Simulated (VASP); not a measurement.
Wanted: the native input for a VASP 6.6.1 run.

* Task: relaxation of cell and atoms
* Functional: LDA
* Potentials or basis: VASP PAW LDA potentials, release 64 (In_d, Se)
* Cutoff: 600 eV
* k mesh: 10 × 10 × 10
* Occupations: gaussian, width 0.1 eV
* Spin: no spin polarisation
* Dipole correction: no
* Further INCAR settings: ALGO = Normal; EDIFF = 1e-06; IBRION = 2; EDIFFG = -0.01; NSW = 80; ISIF = 3

The structure of In3Se lies in POSCAR:

```
In3Se
1.0
    4.8037580000      0.0000000000      0.0000000000
    0.0000000000      4.8037580000      0.0000000000
    0.0000000000      0.0000000000      4.8037580000
In Se
3 1
Direct
    0.0000000000      0.5000000000      0.5000000000
    0.5000000000      0.0000000000      0.5000000000
    0.5000000000      0.5000000000      0.0000000000
    0.0000000000      0.0000000000      0.0000000000
```

These files were run (other wordings do the same):

INCAR

```
  PREC = Accurate
  ENCUT = 600
  EDIFF = 1E-6
  ISMEAR = 0
  SIGMA = 0.1
  LREAL = F
  LASPH = T
  NELM = 60
  ALGO = Normal
  ISIF = 3
  LWAVE = F
  LCHARG = F
  IBRION = 2
  NSW = 80
  EDIFFG = -0.01
```

KPOINTS

```
regular mesh
0
Gamma
  10 10 10
```

Potentials or basis: VASP PAW LDA potentials, release 64 (In_d, Se).

Launch:

```bash
$ cat potpaw_LDA.64/In_d/POTCAR potpaw_LDA.64/Se/POTCAR > POTCAR
$ mpirun -np 1 vasp_std > vasp.out
```

Results of the run:

```yaml
Relaxed_volume: 24.60 Å³/atom
Relaxed_cell: a = 4.616 Å, b = 4.616 Å, c = 4.616 Å, α = 90.00°, β = 90.00°, γ = 90.00°
Space_group_after_relaxing_to_0.1_Å: Pm-3m (No. 221)
Energy_gained_by_relaxing: 47.2 meV/atom
Ionic_steps: 3
Pressure_after_relaxing: 0.0 GPa
Band_gap_on_the_k_mesh: zero (an odd number of electrons rules out a gap without spin polarisation)
```

Caveat: spin-orbit coupling is left out, which moves the levels of the heavy elements.

Run time: 4.4 min on 1 thread of Intel(R) Xeon(R) 6975P-C (Granite Rapids), on a shared host, peak memory 0.32 GiB.
